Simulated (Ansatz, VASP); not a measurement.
## One calculation of Hf4C3, two programs

File INCAR:

```
SYSTEM = Hf4C3
ALGO = Normal ; EDIFF = 1E-6
ENCUT = 520 ; GGA = PE
ISIF = 2 ; ISMEAR = 0
LASPH = .True. ; LCHARG = .False.
LREAL = .False. ; LWAVE = .False.
NBANDS = 35 ; NELM = 80
PREC = Accurate ; SIGMA = 0.1
```

The input KPOINTS:

```
k-points
0
Gamma
  6 6 6
  0 0 0
```

The input POSCAR:

```
Hf4C3
1.0
   -2.4682831900      2.4682831900      2.4682831900
    2.4682831900     -2.4682831900      2.4682831900
    2.4682831900      2.4682831900     -2.4682831900
Hf C
4 3
Direct
    0.2838667800      0.2838667800      0.2838667800
    0.0000000000      0.0000000000      0.7161332200
    0.0000000000      0.7161332200      0.0000000000
    0.7161332200      0.0000000000      0.0000000000
    0.0000000000      0.5000000000      0.5000000000
    0.5000000000      0.0000000000      0.5000000000
    0.5000000000      0.5000000000      0.0000000000
```

Input for Ansatz:

```yaml
crystal:
  lattice:
    - [-2.46828319, 2.46828319, 2.46828319]
    - [2.46828319, -2.46828319, 2.46828319]
    - [2.46828319, 2.46828319, -2.46828319]
  atoms:
    - { symbol: Hf, position: [0.28386678, 0.28386678, 0.28386678] }
    - { symbol: Hf, position: [0.0, 0.0, 0.71613322] }
    - { symbol: Hf, position: [0.0, 0.71613322, 0.0] }
    - { symbol: Hf, position: [0.71613322, 0.0, 0.0] }
    - { symbol: C, position: [0.0, 0.5, 0.5] }
    - { symbol: C, position: [0.5, 0.0, 0.5] }
    - { symbol: C, position: [0.5, 0.5, 0.0] }
basis:
  ecutwfc: 420
kpoints:
  mp_grid: { grid: [6, 6, 6] }
hamiltonian:
  xc: pbe
scf:
  occupations: { method: gaussian, width: 0.1 }
  lower_state_search: "off"
output:
  forces: true
  stress: true
  eigenvalues: true
```

Alike in both runs: task single point; functional PBE; k mesh 6 × 6 × 6; occupations gaussian, width 0.1 eV; no spin polarisation.

|  | VASP | Ansatz |
| --- | --- | --- |
| version | VASP 6.6.1 | Ansatz 0.2.0 |
| potentials or method | VASP PAW PBE potentials, release 64 (Hf_pv, C), cutoff 520 eV | scalar-relativistic, plane waves, PAW |
| valence electrons in the cell | 52 | 116 |

Ansatz gave:

```
gap on the k mesh at the Fermi level (eV) : none
rms of the force components (eV/Å)        : 21.348
```

**Question.** Estimate VASP's values.

**Answer.** gap on the k mesh at the Fermi level (eV): none; rms of the force components (eV/Å): 20.278.

Atom by atom the forces differ by 1.070 eV/Å (rms over components). A gap of «none» marks a metal or a gap that the smearing closes. VASP's potentials hold 52 valence electrons a cell and Ansatz's 116, so a difference there can come from the potentials and not from the codes.

Neither program's run includes spin-orbit coupling.
